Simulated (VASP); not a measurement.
Wanted: the native input for a VASP 6.6.1 run.

- Task: single point
- Functional: PBEsol
- Potentials or basis: VASP PAW PBE potentials, release 64 (Mg_sv, O)
- Cutoff: 840 eV
- k mesh: 9 × 9 × 6
- Occupations: gaussian, width 0.05 eV
- Spin: no spin polarisation
- Dipole correction: no
- Further INCAR settings: ALGO = Normal; EDIFF = 1e-06; NBANDS = 24

The structure of MgO lies in POSCAR:

```
MgO
1.0
    3.3200000000      0.0000000000      0.0000000000
   -1.6600000000      2.8752043406      0.0000000000
    0.0000000000      0.0000000000      4.0549000000
Mg O
2 2
Direct
    0.6666666667      0.3333333333      0.7500000000
    0.3333333333      0.6666666667      0.2500000000
    0.6666666667      0.3333333333      0.2500000000
    0.3333333333      0.6666666667      0.7500000000
```

These files were run (other wordings do the same):

INCAR

```
PREC = Accurate
ENCUT = 840
EDIFF = 1E-6
ISMEAR = 0
SIGMA = 0.05
LREAL = F
LASPH = T
NELM = 120
ALGO = Normal
ISIF = 2
LWAVE = F
LCHARG = F
GGA = PS
NBANDS = 24
GGA_COMPAT = F
```

KPOINTS

```
regular mesh
0
Gamma
  9 9 6
```

Potentials or basis: VASP PAW PBE potentials, release 64 (Mg_sv, O).

The run is started by

```console
$ cat potpaw_PBE.64/Mg_sv/POTCAR potpaw_PBE.64/O/POTCAR > POTCAR
$ mpirun -np 1 vasp_std > vasp.out
```

It gave:

```json
{"Pressure": "23.7 GPa", "Band gap on the k mesh": "3.97 eV"}
```

Caveat: the cell stands under pressure; the PAW data sets were made with another functional, which shifts forces and pressure a little.

Run time: 47 s on 1 thread of Intel(R) Xeon(R) Platinum 8488C (Sapphire Rapids), with other jobs on the host, peak memory 0.22 GiB.
